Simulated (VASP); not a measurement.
Write the native input for VASP 6.6.1 that does the following.

```
Task                   : single point
Functional             : SCAN
Potentials or basis    : VASP PAW PBE potentials, release 64 (Ga_d)
Cutoff                 : 440 eV
k mesh                 : 13 × 13 × 10
Occupations            : methfessel-paxton, width 0.1 eV
Spin                   : no spin polarisation
Tolerance level        : tight
Purpose                : restart
Start                  : from scratch
Further INCAR settings : ALGO = Normal; EDIFF = 1e-06
```

The structure of Ga lies in POSCAR:

```
Ga
1.0
    1.3830000000     -4.0265000000      0.0000000000
    1.3830000000      4.0265000000      0.0000000000
   -0.1174474948      0.0000000000      3.3299294416
Ga
2
Direct
    0.1310000000      0.8690000000      0.7500000000
    0.8690000000      0.1310000000      0.2500000000
```

These files were run (other wordings do the same):

INCAR

```
SYSTEM = Ga
METAGGA = SCAN ; ISMEAR = 1
SIGMA = 0.1 ; LWAVE = .False.
LCHARG = .False. ; ISIF = 2
PREC = Accurate ; LASPH = .True.
LREAL = .False. ; ALGO = Normal
EDIFF = 1E-6 ; NELM = 120
GGA_COMPAT = .False. ; ENCUT = 440
LMIXTAU = .True. ; KPAR = 4
```

KPOINTS

```
k-points
0
Gamma
  13 13 10
```

Potentials or basis: VASP PAW PBE potentials, release 64 (Ga_d).

Launch:

```console
$ cat potpaw_PBE.64/Ga_d/POTCAR > POTCAR
$ mpirun -np 4 vasp_std > vasp.out
```

It gave:

```
Pressure      : -1.9 GPa
Largest force : 0.194 eV/Å
```

Caveat: the PAW data sets were made with another functional, which shifts forces and pressure a little.

Wall time 9.8 min on 4 MPI ranks on AMD EPYC 7R43 64-Core Processor (Zen 3), on a shared host, peak memory 0.27 GiB a rank.
